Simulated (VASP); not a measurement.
Set up this calculation in VASP 6.6.1, as the native input.

| Property | Result |
| --- | --- |
| Task | single point |
| Functional | PBE |
| Potentials or basis | VASP PAW PBE potentials, release 64 (Ti_sv) |
| Cutoff | 520 eV |
| k mesh | 20 × 20 × 20 |
| Occupations | gaussian, width 0.15 eV |
| Spin | no spin polarisation |
| Dipole correction | no |
| Further INCAR settings | ALGO = Normal; EDIFF = 1e-06; NBANDS = 12 |

The structure of Ti lies in POSCAR:

```
Ti
1.0
    0.0000000000      2.0741692112      1.7773555971
    2.0741692112      0.0000000000      1.7773555971
    2.0741692112      2.0741692112      0.0000000000
Ti
1
Direct
    0.0000000000      0.0000000000      0.0000000000
```

This cell differs from its parent crystal: volume 15.293 Å^3 an atom, c/a of the conventional cell 0.8569.

One way to write it, as run:

INCAR

```
  PREC = Accurate
  ENCUT = 520
  EDIFF = 1E-6
  ISMEAR = 0
  SIGMA = 0.15
  LREAL = False
  LASPH = True
  NELM = 60
  ALGO = Normal
  ISIF = 2
  LWAVE = False
  LCHARG = False
  GGA = PE
  NBANDS = 12
```

KPOINTS

```
regular mesh
0
Gamma
  20 20 20
```

Potentials or basis: VASP PAW PBE potentials, release 64 (Ti_sv).

Run with:

```bash
$ cat potpaw_PBE.64/Ti_sv/POTCAR > POTCAR
$ mpirun -np 1 vasp_std > vasp.out
```

Results of the run:

```yaml
Pressure: 16.3 GPa
Band_gap_on_the_k_mesh: zero (band 6 reaches 10.50 eV, above the bottom of band 7 at 8.97 eV)
```

Run time: 110 s on 1 thread of AMD EPYC 7R13 Processor (Zen 3), on a shared host, peak memory 0.19 GiB.
